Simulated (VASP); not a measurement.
A run of VASP 6.6.1 is set up as follows.

Contents of INCAR:

```
ALGO = Normal
EDIFF = 1E-6
EDIFFG = -0.01
ENCUT = 600
GGA = PS
IBRION = 2
ISIF = 3
ISMEAR = -1
LASPH = True
LCHARG = False
LREAL = False
LWAVE = False
NELM = 100
NSW = 100
PREC = Accurate
SIGMA = 0.03
```

The input KPOINTS:

```
k-points
0
Gamma
  6 6 4
```

File POSCAR:

```
K2H3Au
1.0
    4.4567985000      0.0000000000      0.0000000000
   -2.2283992500      3.8597007200      0.0000000000
    0.0000000000      0.0000000000      7.2649282300
K H Au
2 3 1
Direct
    0.6666666700      0.3333333300      0.7301758900
    0.6666666700      0.3333333300      0.2615347300
    0.0000000000      0.0000000000      0.4756946200
    0.0000000000      0.0000000000      0.0467330700
    0.3333333300      0.6666666700      0.9471488900
    0.3333333300      0.6666666700      0.5387148000
```

Potentials or basis: VASP PAW PBE potentials, release 64 (K_sv, H, Au).

Run with:

```sh
$ cat potpaw_PBE.64/K_sv/POTCAR potpaw_PBE.64/H/POTCAR potpaw_PBE.64/Au/POTCAR > POTCAR
$ mpirun -np 1 vasp_std > vasp.out
```

Q: Estimate the relaxed volume.

A: 15.75 Å³/atom.

Q: Estimate the space group after relaxing (to 0.1 Å).

A: P-6m2 (No. 187).

Q: What does it give for the relaxed cell?

A: a = 3.626 Å, b = 3.626 Å, c = 8.302 Å, α = 90.00°, β = 90.00°, γ = 120.00°.

Forces on the atoms (eV/Å):
```
K    0.000  0.000 -0.003
K    0.000  0.000 -0.001
H    0.000  0.000  0.001
H    0.000  0.000  0.000
H    0.000  0.000  0.004
Au   0.000  0.000 -0.001
```

Caveat: the volume moved by over 15 % at a fixed basis, so the end points are rough; the PAW data sets were made with another functional, which shifts forces and pressure a little.
